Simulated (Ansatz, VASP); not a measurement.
Two plane-wave programs on BeS

INCAR

```
PREC = Accurate
ENCUT = 600
EDIFF = 1E-6
ISMEAR = 0
SIGMA = 0.1
LREAL = F
LASPH = T
NELM = 120
ALGO = Normal
ISIF = 2
LWAVE = F
LCHARG = F
GGA = PS
NBANDS = 11
GGA_COMPAT = F
```

File KPOINTS:

```
regular mesh
0
Gamma
  6 6 6
```

POSCAR

```
BeS
1.0
    0.0000000000      2.3194565925      2.3194565925
    2.3194565925      0.0000000000      2.3194565925
    2.3194565925      2.3194565925      0.0000000000
Be S
1 1
Direct
    0.0000000000      0.0000000000      0.0000000000
    0.5000000000      0.5000000000      0.5000000000
```

Input for Ansatz:

```yaml
crystal:
  lattice:
    - [0.0, 2.3194565925, 2.3194565925]
    - [2.3194565925, 0.0, 2.3194565925]
    - [2.3194565925, 2.3194565925, 0.0]
  atoms:
    - { symbol: Be, position: [0.0, 0.0, 0.0] }
    - { symbol: S, position: [0.5, 0.5, 0.5] }
basis:
  ecutwfc: 420
kpoints:
  mp_grid: { grid: [6, 6, 6] }
hamiltonian:
  xc: pbesol
scf:
  occupations: { method: gaussian, width: 0.1 }
output:
  forces: true
  stress: true
  eigenvalues: true
```

Alike in both runs: task single point; functional PBEsol; k mesh 6 × 6 × 6; occupations gaussian, width 0.1 eV; no spin polarisation.

```csv
,VASP,Ansatz
version,VASP 6.6.1,Ansatz 0.2.0
potentials or method,"VASP PAW PBE potentials, release 64 (Be, S), cutoff 600 eV","scalar-relativistic, plane waves, PAW"
valence electrons in the cell,8,8
```

Ansatz gave:

| Item | Value |
| --- | --- |
| gap on the k mesh at the Fermi level (eV) | 0.94 |
| least direct gap on the mesh (eV) | 4.12 |
| pressure (GPa) | -3.2 |

Q: Estimate VASP's values.

A: gap on the k mesh at the Fermi level (eV): 0.96; least direct gap on the mesh (eV): 4.14; pressure (GPa): -3.1.

VASP's potentials were made for PBE, not for PBEsol. With one functional, cell and mesh, what is left measures potentials, basis and numerics.
